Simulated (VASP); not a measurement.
Set up this calculation in VASP 6.6.1, as the native input.

- Task: single point
- Functional: PBEsol
- Potentials or basis: VASP PAW PBE potentials, release 64 (Ag)
- Cutoff: 520 eV
- k mesh: 15 × 15 × 15
- Occupations: fermi-dirac, width 0.03 eV
- Spin: no spin polarisation
- Dipole correction: no
- Further INCAR settings: ALGO = Normal; EDIFF = 1e-07; NBANDS = 12

The structure of Ag lies in POSCAR:

```
Ag
1.0
   -0.0408620000      2.0226690000      2.0226690000
    2.0226690000     -0.0408620000      2.0226690000
    2.0226690000      2.0226690000     -0.0408620000
Ag
1
Direct
    0.0000000000      0.0000000000      0.0000000000
```

This cell differs from its parent crystal: equal xy, yz and zx shear strains of -2 %.

The input as run:

INCAR

```
SYSTEM = Ag
ALGO = Normal
EDIFF = 1E-7
ENCUT = 520
GGA = PS
ISIF = 2
ISMEAR = -1
LASPH = .TRUE.
LCHARG = .TRUE.
LELF = .TRUE.
LREAL = .FALSE.
LVHAR = .TRUE.
LWAVE = .FALSE.
NBANDS = 12
NELM = 60
PREC = Accurate
SIGMA = 0.03
```

KPOINTS

```
k-points
0
G
  15 15 15
  0 0 0
```

Potentials or basis: VASP PAW PBE potentials, release 64 (Ag).

The run is started by

```console
$ cat potpaw_PBE.64/Ag/POTCAR > POTCAR
$ mpirun -np 1 vasp_std > vasp.out
```

Results of the run:

The pressure is -2.7 GPa.

Caveat: the cell differs from its parent crystal (equal xy, yz and zx shear strains of -2 %); the PAW data sets were made with another functional, which shifts forces and pressure a little.

It took 43 s on 1 thread of Intel(R) Xeon(R) Platinum 8375C CPU @ 2.90GHz (Ice Lake) (shared host), peak memory 0.19 GiB.
